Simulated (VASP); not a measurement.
Input of a VASP 6.6.1 run:

File INCAR:

```
SYSTEM = BN
PREC     = Accurate       ! precision mode
ENCUT    = 520            ! plane-wave cutoff, eV
EDIFF    = 1E-6           ! SCF threshold, eV
ISMEAR   = 0              ! smearing method
SIGMA    = 0.02           ! smearing width, eV
LREAL    = .False.        ! projectors in reciprocal space
LASPH    = .True.         ! aspherical terms in the spheres
NELM     = 100            ! most SCF steps
ALGO     = Normal         ! electronic algorithm
ISIF     = 2              ! what is computed and relaxed
LWAVE    = .False.        ! write WAVECAR
LCHARG   = .False.        ! write CHGCAR
LDIPOL   = .True.       
IDIPOL   = 3            
DIPOL    = 0.5 0.5 0.500
GGA      = PE             ! functional
IVDW     = 12             ! dispersion correction
IBRION   = 2              ! ionic algorithm
NSW      = 60             ! ionic steps
EDIFFG   = -0.01          ! ionic threshold
```

Contents of KPOINTS:

```
Automatic mesh
0
Gamma
  12 12 1
  0 0 0
```

POSCAR

```
BN
1.0
    2.5087620658      0.0000000000      0.0000000000
   -1.2543810329      2.2812842651      0.0000000000
    0.0000000000      0.0000000000     26.0000000000
B N
1 1
Direct
    0.0000000000      0.0000000000      0.5000000000
    0.6666666667      0.3333333333      0.5000000000
```

Potentials or basis: VASP PAW PBE potentials, release 64 (B, N).

Run with:

```sh
$ cat potpaw_PBE.64/B/POTCAR potpaw_PBE.64/N/POTCAR > POTCAR
$ mpirun -np 1 vasp_std > vasp.out
```

Q: What does it give for the dispersion energy per atom?

A: -0.073 eV.

Q: Predict the band gap on the k mesh.

A: 4.49 eV, indirect (the least direct gap lies 3.3 meV higher).

Q: What does it give for the energy gained by relaxing?

A: 0.6 meV/atom.

Step by step:
```tsv
step	energy change (eV)	largest force (eV/Å)	pressure (GPa)
1	0.0000	0.2677	-1.94
2	0.0035	0.5454	-2.00
3	-0.0012	0.0001	-1.97
```

Caveat: the cell differs from its parent crystal (strain along y +0.050).
